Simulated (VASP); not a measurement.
**AlN: elastic constants with LDA**

The system is AlN.

```
Al N
1.0
     3.08876    0.00000    0.00000
    -1.54438    2.67494    0.00000
     0.00000    0.00000    4.94331
Al N
2 2
Direct
  0.33333 0.66667 0.99901
  0.66667 0.33333 0.49901
  0.33333 0.66667 0.38099
  0.66667 0.33333 0.88099
```

| Quantity | Value |
| --- | --- |
| Program | VASP 6.6.1 |
| Task | elastic constants |
| Functional | LDA |
| Potentials or basis | VASP PAW LDA potentials, release 64 (Al, N) |
| Cutoff | 600 eV |
| k mesh | 9 × 9 × 6 |
| Occupations | gaussian, width 0.01 eV |
| Spin | no spin polarisation |
| Dipole correction | no |
| Ions in elastic constants | relaxed |
| Further INCAR settings | ALGO = Normal; EDIFF = 1e-08; NBANDS = 16; IBRION = 6; POTIM = 0.015; NSW = 1; ISIF = 3 |

```json
{
 "Voigt bulk modulus": "213 GPa",
 "Highest phonon frequency at Γ, LO-TO splitting left out": "734 cm⁻¹"
}
```

Phonon frequencies in cm⁻¹ (negative: imaginary):
| q point | frequencies |
| --- | --- |
| (0.000, 0.000, 0.000) | 0 0 0 239 239 555 627 674 674 685 685 734 |

Elastic tensor in Voigt notation (GPa, in the Cartesian axes of the cell as first typed):
```
399 146 114   0   0   0
146 399 114   0   0   0
114 114 372   0   0   0
  0   0   0 115   0   0
  0   0   0   0 115   0
  0   0   0   0   0 126
```

Clamped-ion elastic tensor (GPa):
```
479 108  67   0   0   0
108 479  67   0   0   0
 67  67 475   0   0   0
  0   0   0 132   0   0
  0   0   0   0 132   0
  0   0   0   0   0 185
```

Run time: 8.6 min on 1 thread of AMD EPYC 9R45 96-Core Processor (Zen 5), on a shared host, peak memory 0.36 GiB.
